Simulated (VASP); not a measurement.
Write the native input for VASP 6.6.1 that does the following.

```yaml
Task: single point
Functional: PBE
Potentials_or_basis: VASP PAW PBE potentials, release 64 (Tm_3, I), 4f in core
Cutoff: 500 eV
k_mesh: 8 × 8 × 4
Occupations: gaussian, width 0.1 eV
Spin: no spin polarisation
Dipole_correction: no
Mended: yes
Further_INCAR_settings: ALGO = Normal; EDIFF = 1e-06; NBANDS = 28
```

The structure of Tm2I3 lies in POSCAR:

```
Tm2I3
1.0
    4.5160660999      0.0000000000      0.0000000000
    0.0000000000      4.5160660999      0.0000000000
    0.0000000000      0.0000000000     14.0269837390
Tm I
2 3
Direct
    0.0000000000      0.0000000000      0.0000000000
    0.5000000000      0.5000000000      0.0000000000
    0.5000000000      0.5000000000      0.8011194324
    0.5000000000      0.5000000000      0.1988805676
    0.5000000000      0.5000000000      0.5000000000
```

The cell was built from a structure type or drawn by symmetry, and may not be a known phase.

The input as run:

INCAR

```
PREC = Accurate ; ENCUT = 500
EDIFF = 1E-6 ; ISMEAR = 0
SIGMA = 0.1 ; LREAL = F
LASPH = T ; NELM = 200
ALGO = Normal ; ISIF = 2
LWAVE = F ; LCHARG = T
GGA = PE ; LELF = T
LVHAR = T ; NBANDS = 28
GGA_COMPAT = F ; LMAXMIX = 6
```

KPOINTS

```
Automatic mesh
0
Gamma
  8 8 4
```

Potentials or basis: VASP PAW PBE potentials, release 64 (Tm_3, I), 4f in core.

Run with:

```sh
$ cat potpaw_PBE.64/Tm_3/POTCAR potpaw_PBE.64/I/POTCAR > POTCAR
$ mpirun -np 1 vasp_std > vasp.out
```

It gave:

* Pressure: 0.1 GPa
* Largest force: 0.046 eV/Å
* Band gap on the k mesh: zero (an odd number of electrons rules out a gap without spin polarisation)

Caveat: spin-orbit coupling is left out, which moves the levels of the heavy elements; this functional lacks dispersion, which binds the layers, so the pressure and a relaxed spacing across them are unreliable; the 4f electrons are frozen in the core, so they carry no moment and show no levels; an odd number of electrons without spin polarisation forces a metal; a magnetic or distorted state may lie lower; the run has no spin polarisation, though such a crystal can be magnetic.

Run time: 4.9 min on 1 thread of Intel(R) Xeon(R) 6975P-C (Granite Rapids), with other jobs on the host, peak memory 0.55 GiB.
